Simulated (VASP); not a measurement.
Runs of VASP 6.6.1 on SiC (alt). The structure is that of space group F-43m (No. 216), or close to it. The cells are those of the table. 

```tsv
task	cell	k mesh	smearing	gap on the mesh (eV)	pressure (GPa)	relaxed volume (Å³/atom)
relaxation of cell and atoms	relaxed from a = 3.098 Å, angles 60.0°, 2 atoms	10 × 10 × 10	gaussian 0.02 eV	1.37	0.0	(b)
single point	a = 3.098 Å, angles 60.0°, 2 atoms	8 × 8 × 8	gaussian 0.1 eV	1.37	-0.4	-
single point	a = 3.186 Å, angles 60.0°, 2 atoms	8 × 8 × 8	gaussian 0.1 eV	(a)	-15.4	-
single point	a = 3.097 Å, angles 60.0°, 2 atoms	10 × 10 × 10	gaussian 0.02 eV	1.37	-0.2	-
relaxation of cell and atoms	relaxed from a = 3.186 Å, angles 60.0°, 2 atoms	8 × 8 × 8	gaussian 0.1 eV	1.37	-0.2	10.50
```

Alike in all rows: level PBE; potentials or basis VASP PAW PBE potentials, release 64 (C, Si); no spin polarisation; cutoff (eV) 600.

Fill in the values left out.

(a) 1.44; (b) 10.49.

A k mesh can miss the band edges.
